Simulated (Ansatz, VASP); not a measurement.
TiB2: VASP beside Ansatz

File INCAR:

```
PREC = Accurate ; ENCUT = 520
EDIFF = 1E-6 ; ISMEAR = 0
SIGMA = 0.1 ; LREAL = False
LASPH = True ; NELM = 100
ALGO = Normal ; ISIF = 2
LWAVE = False ; LCHARG = False
GGA = PS ; NBANDS = 16
```

Contents of KPOINTS:

```
Automatic mesh
0
Gamma
  18 18 14
```

POSCAR

```
TiB2
1.0
    3.0292000000      0.0000000000      0.0000000000
   -1.5146000000      2.6233641531      0.0000000000
    0.0000000000      0.0000000000      3.2284000000
Ti B
1 2
Direct
    0.0000000000      0.0000000000      0.0000000000
    0.3333333333      0.6666666667      0.5000000000
    0.6666666667      0.3333333333      0.5000000000
```

Input for Ansatz:

```yaml
crystal:
  lattice:
    - [3.0292, 0.0, 0.0]
    - [-1.5146, 2.6233641531, 0.0]
    - [0.0, 0.0, 3.2284]
  atoms:
    - { symbol: Ti, position: [0.0, 0.0, 0.0] }
    - { symbol: B, position: [0.3333333333, 0.6666666667, 0.5] }
    - { symbol: B, position: [0.6666666667, 0.3333333333, 0.5] }
basis:
  ecutwfc: 420
kpoints:
  mp_grid: { grid: [18, 18, 14] }
hamiltonian:
  xc: pbesol
scf:
  occupations: { method: gaussian, width: 0.1 }
output:
  forces: true
  stress: true
  eigenvalues: true
  populations: true
```

Alike in both runs: task single point; functional PBEsol; k mesh 18 × 18 × 14; occupations gaussian, width 0.1 eV; no spin polarisation.

|  | VASP | Ansatz |
| --- | --- | --- |
| version | VASP 6.6.1 | Ansatz 0.2.0 |
| potentials or method | VASP PAW PBE potentials, release 64 (Ti_sv, B), cutoff 520 eV | scalar-relativistic, plane waves, PAW |
| valence electrons in the cell | 18 | 18 |

```csv
,VASP,Ansatz,Ansatz less VASP
gap on the k mesh at the Fermi level (eV),none,none,-
pressure (GPa),-4.8,-5.2,-0.40
"traceless stress, the component that is largest in VASP (GPa)",-1.86,-1.79,+0.070
```

VASP's potentials were made for PBE, not for PBEsol. A gap of «none» marks a metal or a gap that the smearing closes. With one functional, cell and mesh, what is left measures potentials, basis and numerics.
